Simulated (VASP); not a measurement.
Set up this calculation in VASP 6.6.1, as the native input.

```yaml
Task: single point
Functional: PBE
Potentials_or_basis: VASP PAW PBE potentials, release 64 (Cl)
Cutoff: 520 eV
k_mesh: 11 × 11 × 11
Occupations: fermi-dirac, width 0.1 eV
Spin: no spin polarisation
Dipole_correction: no
Further_INCAR_settings: ALGO = Normal; EDIFF = 1e-06; NBANDS = 14
```

The structure of Cl lies in POSCAR:

```
Cl
1.0
    0.0000000000      3.1287915854      3.1287915854
    3.1287915854      0.0000000000      3.1287915854
    3.1287915854      3.1287915854      0.0000000000
Cl
2
Direct
   -0.1250000000     -0.1250000000     -0.1250000000
    0.1250000000      0.1250000000      0.1250000000
```

The input as run:

INCAR

```
  PREC = Accurate
  ENCUT = 520
  EDIFF = 1E-6
  ISMEAR = -1
  SIGMA = 0.1
  LREAL = F
  LASPH = T
  NELM = 60
  ALGO = Normal
  ISIF = 2
  LWAVE = F
  LCHARG = T
  GGA = PE
  LELF = T
  LVHAR = T
  NBANDS = 14
```

KPOINTS

```
Automatic mesh
0
Gamma
  11 11 11
```

Potentials or basis: VASP PAW PBE potentials, release 64 (Cl).

The run is started by

```bash
$ cat potpaw_PBE.64/Cl/POTCAR > POTCAR
$ mpirun -np 1 vasp_std > vasp.out
```

It gave:

```yaml
Pressure: 2.3 GPa
Band_gap_on_the_k_mesh: zero (bands 7 and 8 overlap by 1.39 eV)
```

Wall time 60 s on 1 thread of Intel(R) Xeon(R) Platinum 8375C CPU @ 2.90GHz (Ice Lake), on a shared host, peak memory 0.2 GiB.
